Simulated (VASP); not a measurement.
# WSe (F-43m) in VASP: notebook

The runs below take WSe through single point, with PBE+U.

Program: VASP 6.6.1. These are calculated values, not measurements. Logs are shortened: lines on timing, memory, paths and dates and some standing lists are left out, and cuts for length are marked.

### Step 1. The cell of the first run

Symmetry: F-43m, No. 216, cubic system. The conventional cell has a = 6.076 Å, b = 6.076 Å, c = 6.076 Å, α = 90.00°, β = 90.00°, γ = 90.00°. Within 3.5 Å of W (site symmetry -43m) lie 4 Se at 2.63 Å. Within 3.5 Å of Se (site symmetry -43m) lie 4 W at 2.63 Å.

### Step 2. Single point, PBE+U

Input file INCAR:

```
ALGO = Normal ; EDIFF = 1E-7
ENCUT = 520 ; GGA = PE
ISIF = 2 ; ISMEAR = 0
LASPH = True ; LCHARG = False
LDAU = True ; LDAUJ = 0 0
LDAUL = 2 -1 ; LDAUPRINT = 1
LDAUTYPE = 2 ; LDAUU = 6.2 0
LMAXMIX = 4 ; LREAL = False
LWAVE = False ; NBANDS = 17
NELM = 150 ; PREC = Accurate
SIGMA = 0.1
```

Input file KPOINTS:

```
k-points
0
Gamma
  12 12 12
```

Input file POSCAR:

```
WSe
1.0
    0.0000000000      3.0377722948      3.0377722948
    3.0377722948      0.0000000000      3.0377722948
    3.0377722948      3.0377722948      0.0000000000
W Se
1 1
Direct
    0.0000000000      0.0000000000      0.0000000000
    0.2500000000      0.2500000000      0.2500000000
```

Potentials or basis: VASP PAW PBE potentials, release 64 (W_sv, Se).

The run is started by

```console
> cat potpaw_PBE.64/W_sv/POTCAR potpaw_PBE.64/Se/POTCAR > POTCAR
> mpirun -np 1 vasp_std > vasp.out
```

OUTCAR:

```text
EDIFF = 1E-7
   ENCUT = 520
   GGA = PE
   ISIF = 2
   ISMEAR = 0
   LASPH = True
   LREAL = False
   NELM = 150
   PREC = Accurate

 ion  position               nearest neighbor table
   1  0.000  0.000  0.000-   2 2.63   2 2.63   2 2.63   2 2.63
   2  0.250  0.250  0.250-   1 2.63   1 2.63   1 2.63   1 2.63

  LATTYP: Found a face centered cubic cell.
 ALAT       =     6.0755445896

  Lattice vectors:

 A1 = (   0.0000000000,   3.0377722948,   3.0377722948)
 A2 = (   3.0377722948,   0.0000000000,   3.0377722948)
 A3 = (   3.0377722948,   3.0377722948,   0.0000000000)

Analysis of symmetry for initial positions (statically):
=====================================================================
 Subroutine PRICEL returns:
 Original cell was already a primitive cell.

 Routine SETGRP: Setting up the symmetry group for a
 face centered cubic supercell.

 Subroutine GETGRP returns: Found 24 space group operations
 (whereof 24 operations were pure point group operations)
 out of a pool of 48 trial point group operations.

The static configuration has the point symmetry T_d .

Analysis of symmetry for dynamics (positions and initial velocities):
=====================================================================
 Subroutine PRICEL returns:
 Original cell was already a primitive cell.

 Routine SETGRP: Setting up the symmetry group for a
 face centered cubic supercell.

 Subroutine GETGRP returns: Found 24 space group operations
 (whereof 24 operations were pure point group operations)
 out of a pool of 48 trial point group operations.

The dynamic configuration has the point symmetry T_d .

 Subroutine INISYM returns: Found 24 space group operations
 (whereof 24 operations are pure point group operations),
 and found     1 'primitive' translations

----------------------------------------------------------------------------------------

                                     Primitive cell

  volume of cell :      56.0655

  direct lattice vectors                    reciprocal lattice vectors
     0.000000000  3.037772295  3.037772295    -0.164594299  0.164594299  0.164594299
     3.037772295  0.000000000  3.037772295     0.164594299 -0.164594299  0.164594299
     3.037772295  3.037772295  0.000000000     0.164594299  0.164594299 -0.164594299

  length of vectors
     4.296058779  4.296058779  4.296058779     0.285085688  0.285085688  0.285085688

  position of ions in fractional coordinates (direct lattice)
     0.000000000  0.000000000  0.000000000
     0.250000000  0.250000000  0.250000000

  ion indices of the primitive-cell ions
   primitive index   ion index
                 1           1
                 2           2

----------------------------------------------------------------------------------------

 KPOINTS: k-points

Automatic generation of k-mesh.
 Grid dimensions read from file:
 generate k-points for:   12   12   12

 Generating k-lattice:

  Cartesian coordinates                     Fractional coordinates (reciprocal lattice)
    -0.013716192  0.013716192  0.013716192     0.083333333  0.000000000  0.000000000
     0.013716192 -0.013716192  0.013716192     0.000000000  0.083333333  0.000000000
     0.013716192  0.013716192 -0.013716192     0.000000000  0.000000000  0.083333333

  Length of vectors
     0.023757141  0.023757141  0.023757141

  Shift w.r.t. Gamma in fractional coordinates (k-lattice)
     0.000000000  0.000000000  0.000000000

 Subroutine IBZKPT returns following result:
 ===========================================

 Found     72 irreducible k-points:

 Following reciprocal coordinates:
            Coordinates               Weight
  0.000000  0.000000  0.000000      1.000000
  0.083333  0.000000  0.000000      8.000000
  0.166667  0.000000  0.000000      8.000000
  0.250000  0.000000  0.000000      8.000000
  0.333333  0.000000  0.000000      8.000000
  0.416667  0.000000  0.000000      8.000000
[... 16 lines left out ...]
  0.500000  0.166667  0.000000     24.000000
 -0.416667  0.166667  0.000000     24.000000
 [... further k-points ...]
   k-points           NKPTS =     72   k-points in BZ     NKDIM =     72   number of bands    NBANDS=     17
   number of dos      NEDOS =    301   number of ions     NIONS =      2
   total plane-waves  NPLWV =  32768
   dimension x,y,z NGX =    32 NGY =   32 NGZ =   32
   dimension x,y,z NGXF=    64 NGYF=   64 NGZF=   64
   ions per type =               1   1
   NGX,Y,Z   is equivalent  to a cutoff of  12.38, 12.38, 12.38 a.u.
   NGXF,Y,Z  is equivalent  to a cutoff of  24.77, 24.77, 24.77 a.u.
 SYSTEM =  unknown system
   PREC   = accura    normal or accurate (medium, high low for compatibility)
   ISTART =      0    job   : 0-new  1-cont  2-samecut
   ICHARG =      2    charge: 1-file 2-atom 10-const
   ISPIN  =      1    spin polarized calculation?
   LNONCOLLINEAR =      F non collinear calculations
   LSORBIT =      F    spin-orbit coupling
   LASPH  =      T    aspherical Exc in radial PAW
   ENCUT  =  520.0 eV  38.22 Ry    6.18 a.u.   7.99  7.99  7.99*2*pi/ulx,y,z
   NELM   =    150;   NELMIN=  2; NELMDL= -5     # of ELM steps
   EDIFF  = 0.1E-06   stopping-criterion for ELM
   LREAL  =      F    real-space projection
   EDIFFG = 0.1E-05   stopping-criterion for IOM
   NSW    =      0    number of steps for IOM
   IBRION =     -1    ionic relax: 0-MD 1-quasi-New 2-CG
   NFREE  =      0    steps in history (QN), initial steepest desc. (CG)
   ISIF   =      2    stress and relaxation
   ISYM   =      2    0-nonsym 1-usesym 2-fastsym
   POTIM  = 0.5000    time-step for ionic-motion
   TEBEG  =    0.0;   TEEND  =   0.0 temperature during run
   PSTRESS=    0.0 pullay stress
   NELECT =      20.0000    total number of electrons
   NUPDOWN=      -1.0000    fix difference up-down
   EMIN   =  10.00;   EMAX   =-10.00  energy-range for DOS
   EFERMI =   0.00;   METHOD = LEGACY
   ISMEAR =     0;   SIGMA  =   0.10  broadening in eV -4-tet -1-fermi 0-gaus
   EFERMI_NEDOS =   21; number of points for ismear=-14 and -15
   IALGO  =     38    algorithm
   IMIX   =      4    mixing-type and parameters
     AMIX     =   0.40;   BMIX     =  1.00
     AMIX_MAG =   1.60;   BMIX_MAG =  1.00
  volume/ion in A,a.u.               =      28.03       189.17
  Fermi-wavevector in a.u.,A,eV,Ry     =   1.161055  2.194077 18.341329  1.348050
  Thomas-Fermi vector in A             =   2.297631
   LORBIT       =      0    0 simple, 1 ext, 2 COOP (PROOUT), +10 PAW based schemes
 LDA+U is selected, type is set to LDAUTYPE =  2
   angular momentum for each species LDAUL =     2   -1
   U (eV)           for each species LDAUU =   6.2  0.0
   J (eV)           for each species LDAUJ =   0.0  0.0
   GGA     = PE    functional components
   LHFCALC =     F    Hartree Fock is set to
   AEXX    =    0.0000 exact exchange contribution
   IVDW    =     0    specifies the selected vdW correction
   LEPSILON=     F    determine dielectric tensor
   LRPA    =     F    only Hartree local field effects (RPA)
 non-spin polarized calculation
 Gauss-broadening in eV      SIGMA  =   0.10
  energy-cutoff  :      520.00
  volume of cell :       56.07
 maximum number of plane-waves:      1540
   NGX = 15   NGY = 15   NGZ = 15

atom =   1  type =  1  l = 2

 onsite density matrix

spin component  1

  0.1007 -0.0000 -0.0000 -0.0000 -0.0000
 -0.0000  0.1007 -0.0000 -0.0000 -0.0000
 -0.0000 -0.0000  0.7127  0.0000  0.0000
 -0.0000 -0.0000  0.0000  0.1007 -0.0000
 -0.0000 -0.0000  0.0000 -0.0000  0.7127

spin component  2

  0.1007 -0.0000 -0.0000 -0.0000 -0.0000
 -0.0000  0.1007 -0.0000 -0.0000 -0.0000
 -0.0000 -0.0000  0.7127  0.0000  0.0000
 -0.0000 -0.0000  0.0000  0.1007 -0.0000
 -0.0000 -0.0000  0.0000 -0.0000  0.7127

 occupancies and eigenvectors

  o =  0.1007  v =  0.0000 -0.9947  0.0000  0.1024 -0.0000  0.0000  0.0000  0.0000  0.0000  0.0000      0.0000  0.0000  0.0000  0.0000  0.0000  0.0000  0.0000  0.0000  0.0000  0.0000
  o =  0.1007  v =  0.0000  0.0000  0.0000  0.0000  0.0000  0.0000 -0.9947  0.0000  0.1024 -0.0000      0.0000  0.0000  0.0000  0.0000  0.0000  0.0000  0.0000  0.0000  0.0000  0.0000
  o =  0.1007  v =  0.0000 -0.1024 -0.0000 -0.9947 -0.0000  0.0000  0.0000  0.0000  0.0000  0.0000      0.0000  0.0000  0.0000  0.0000  0.0000  0.0000  0.0000  0.0000  0.0000  0.0000
  o =  0.1007  v =  0.0000  0.0000  0.0000  0.0000  0.0000  0.0000 -0.1024 -0.0000 -0.9947 -0.0000      0.0000  0.0000  0.0000  0.0000  0.0000  0.0000  0.0000  0.0000  0.0000  0.0000
  o =  0.1007  v =  1.0000  0.0000  0.0000  0.0000  0.0000  0.0000  0.0000  0.0000  0.0000  0.0000      0.0000  0.0000  0.0000  0.0000  0.0000  0.0000  0.0000  0.0000  0.0000  0.0000
  o =  0.1007  v =  0.0000  0.0000  0.0000  0.0000  0.0000  1.0000  0.0000  0.0000  0.0000  0.0000      0.0000  0.0000  0.0000  0.0000  0.0000  0.0000  0.0000  0.0000  0.0000  0.0000
  o =  0.7127  v =  0.0000  0.0000  0.0000  0.0000  0.0000  0.0000  0.0000  0.0010  0.0000 -1.0000      0.0000  0.0000  0.0000  0.0000  0.0000  0.0000  0.0000  0.0000  0.0000  0.0000
  o =  0.7127  v =  0.0000  0.0000  0.0010  0.0000 -1.0000  0.0000  0.0000  0.0000  0.0000  0.0000      0.0000  0.0000  0.0000  0.0000  0.0000  0.0000  0.0000  0.0000  0.0000  0.0000
  o =  0.7127  v =  0.0000  0.0000  0.0000  0.0000  0.0000  0.0000 -0.0000  1.0000 -0.0000  0.0010      0.0000  0.0000  0.0000  0.0000  0.0000  0.0000  0.0000  0.0000  0.0000  0.0000
  o =  0.7127  v =  0.0000 -0.0000  1.0000 -0.0000  0.0010  0.0000  0.0000  0.0000  0.0000  0.0000      0.0000  0.0000  0.0000  0.0000  0.0000  0.0000  0.0000  0.0000  0.0000  0.0000

 number of electron      20.0000001 magnetization

 Free energy of the ion-electron system (eV)
  ---------------------------------------------------
  ext. energy  EPLUGINS =         0.00000000
  ---------------------------------------------------
  free energy    TOTEN  =        -7.64618546 eV

  energy without entropy =       -7.64462692  energy(sigma->0) =       -7.64540619

 E-fermi :   4.1260     XC(G=0):  -9.2733

 val. band max:        4.0842546493   @ k =  -0.2500   0.5000   0.2500
 cond. band min:       4.1445753985   @ k =   0.5000   0.5000   0.0000
 fundamental gap:      0.0603207491
 Fermi energy:         4.1260380029

 k-point     1 :       0.0000    0.0000    0.0000
  band No.  band energies     occupation
      1     -69.6305      2.00000
      2     -33.8548      2.00000
      3     -33.8548      2.00000
      4     -33.8547      2.00000
      5      -9.7310      2.00000
      6       0.6710      2.00000
[... 9 lines left out ...]
     16      10.6910      0.00000
     17      10.6910      0.00000

 k-point     2 :       0.0833    0.0000    0.0000
  band No.  band energies     occupation
      1     -69.6304      2.00000
      2     -33.8558      2.00000
      3     -33.8550      2.00000
      4     -33.8549      2.00000
      5      -9.6971      2.00000
      6       0.4796      2.00000
[... 9 lines left out ...]
     16      10.7609      0.00000
     17      10.7609      0.00000

 k-point     3 :       0.1667    0.0000    0.0000
  band No.  band energies     occupation
      1     -69.6304      2.00000
      2     -33.8586      2.00000
      3     -33.8554      2.00000
      4     -33.8553      2.00000
      5      -9.6030      2.00000
      6       0.0612      2.00000
[... 9 lines left out ...]
     16      11.0085      0.00000
     17      11.0085      0.00000

 k-point     4 :       0.2500    0.0000    0.0000
  band No.  band energies     occupation
      1     -69.6304      2.00000
      2     -33.8624      2.00000
      3     -33.8560      2.00000
      4     -33.8559      2.00000
      5      -9.4701      2.00000
      6      -0.3747      2.00000
[... 9 lines left out ...]
     16      11.4100      0.00000
     17      11.4100      0.00000
[... 343 lines left out ...]
      1     -69.6303      2.00000
      2     -33.8671      2.00000
      3     -33.8585      2.00000
      4     -33.8579      2.00000
      5      -9.2190      2.00000
      6      -0.8431      2.00000
[... 9 lines left out ...]
     16      11.6476      0.00000
     17      12.3261      0.00000

 k-point    23 :       0.5000    0.1667    0.0000
  band No.  band energies     occupation
      1     -69.6303      2.00000
      2     -33.8688      2.00000
      3     -33.8593      2.00000
      4     -33.8579      2.00000
      5      -9.1445      2.00000
      6      -0.9043      2.00000
[... 9 lines left out ...]
     16      11.9691      0.00000
     17      12.4250      0.00000

 k-point    24 :      -0.4167    0.1667    0.0000
  band No.  band energies     occupation
      1     -69.6303      2.00000
      2     -33.8690      2.00000
      3     -33.8597      2.00000
      4     -33.8577      2.00000
      5      -9.1347      2.00000
      6      -0.8767      2.00000
[... 9 lines left out ...]
     16      12.2919      0.00000
     17      12.3886      0.00000

 [... further k-points ...]

------------------------ aborting loop because EDIFF is reached ----------------------------------------

  FORCE on cell =-STRESS in cart. coord.  units (eV):
  Direction    XX          YY          ZZ          XY          YZ          ZX
  --------------------------------------------------------------------------------------
  -------------------------------------------------------------------------------------
  Total       -0.3870886     -0.3870886     -0.3870886      0.0000000     -0.0000000      0.0000000
  in kB      -11.0617890    -11.0617890    -11.0617890      0.0000000     -0.0000000      0.0000000
  external PRESSURE =     -11.0617890 kB  Pullay stress =       0.0000000 kB

 VOLUME and BASIS-vectors are now :
 -----------------------------------------------------------------------------
  energy-cutoff  :      520.00
  volume of cell :       56.07
      direct lattice vectors                 reciprocal lattice vectors
     0.000000000  3.037772295  3.037772295    -0.164594299  0.164594299  0.164594299
     3.037772295  0.000000000  3.037772295     0.164594299 -0.164594299  0.164594299
     3.037772295  3.037772295  0.000000000     0.164594299  0.164594299 -0.164594299

 POSITION                                       TOTAL-FORCE (eV/Angst)
 -----------------------------------------------------------------------------------
      0.00000      0.00000      0.00000        -0.000000     -0.000000     -0.000000
      1.51889      1.51889      1.51889         0.000000      0.000000      0.000000
 -----------------------------------------------------------------------------------
    total drift:                               -0.000000     -0.000000     -0.000000

  FREE ENERGIE OF THE ION-ELECTRON SYSTEM (eV)
  ---------------------------------------------------
  free  energy   TOTEN  =        -7.6461854636 eV

  energy  without entropy=       -7.6446269184  energy(sigma->0) =       -7.64540619
```

It took 2.8 min on 1 thread of AMD EPYC 9R45 (Zen 5), shared host; peak memory 0.19 GiB.

What came out:

```yaml
Free_energy: -7.6462 eV
Pressure: -1.1 GPa
Band_gap_on_the_k_mesh: 0.06 eV (least direct gap 0.20 eV)
```

Eigenvalues of the final occupation matrices:
| site | spin | trace | eigenvalues |
| --- | --- | --- | --- |
| site 1 d | 1 | 1.73 | 0.10 0.10 0.10 0.71 0.71 |
| site 1 d | 2 | 1.73 | 0.10 0.10 0.10 0.71 0.71 |

Caveat: spin-orbit coupling is left out, which moves the levels of the heavy elements.

### Step 3. Single point, PBE+U

This run uses another cell than the first one, of 33.52 Å³/atom.

Input file INCAR:

```
PREC     = Accurate       # precision mode
ENCUT    = 520            # plane-wave cutoff, eV
EDIFF    = 1E-7           # SCF threshold, eV
ISMEAR   = 0              # smearing method
SIGMA    = 0.1            # smearing width, eV
LREAL    = False          # projectors in reciprocal space
LASPH    = True           # aspherical terms in the spheres
NELM     = 150            # most SCF steps
ALGO     = Normal         # electronic algorithm
ISIF     = 2              # what is computed and relaxed
LWAVE    = False          # write WAVECAR
LCHARG   = True           # write CHGCAR
LMAXMIX  = 4              # l up to which the mixer works
LDAU     = True           # DFT+U
LDAUTYPE = 2            
LDAUL    = 2 -1           # shell
LDAUU    = 6.2 0          # U, eV
LDAUJ    = 0 0          
LDAUPRINT= 1            
GGA      = PE             # functional
LELF     = True           # ELF
LVHAR    = True         
NBANDS   = 17             # bands
```

Input file KPOINTS:

```
regular mesh
0
Gamma
  12 12 12
```

Input file POSCAR:

```
WSe
1.0
    0.0000000000      3.2242113529      3.2242113529
    3.2242113529      0.0000000000      3.2242113529
    3.2242113529      3.2242113529      0.0000000000
W Se
1 1
Direct
    0.0000000000      0.0000000000      0.0000000000
    0.2500000000      0.2500000000      0.2500000000
```

Potentials or basis: VASP PAW PBE potentials, release 64 (W_sv, Se).

The run is started by

```console
> cat potpaw_PBE.64/W_sv/POTCAR potpaw_PBE.64/Se/POTCAR > POTCAR
> mpirun -np 1 vasp_std > vasp.out
```

Wall time 88 s (1 thread of AMD EPYC 9R45 (Zen 5), shared host); peak memory 0.23 GiB.

It converged, with:

| Item | Value |
| --- | --- |
| Free energy | -5.5261 eV |
| Pressure | -15.3 GPa |
| Band gap on the k mesh | zero (bands 10 and 11 overlap by 0.42 eV) |

Levels at points of the mesh, in eV from the Fermi level:
| k point | band 8 | band 9 | band 10 | band 11 | band 12 | band 13 |
| --- | --- | --- | --- | --- | --- | --- |
| (0.00, 0.00, 0.00) | -4.32 | -1.25 | 0.23 | 0.23 | 2.05 | 2.05 |
| (0.50, 0.00, 0.00) | -4.08 | -0.69 | 0.22 | 0.22 | 0.96 | 0.96 |
| (0.50, 0.50, 0.00) | -3.89 | -1.29 | -0.31 | -0.02 | -0.02 | 0.79 |

Eigenvalues of the final occupation matrices:
```tsv
site	spin	trace	eigenvalues
site 1 d	1	1.54	0.17 0.17 0.40 0.40 0.40
site 1 d	2	1.54	0.17 0.17 0.40 0.40 0.40
```

Caveat: the cell stands under tension; spin-orbit coupling is left out, which moves the levels of the heavy elements; U without spin polarisation on a metal has little footing.
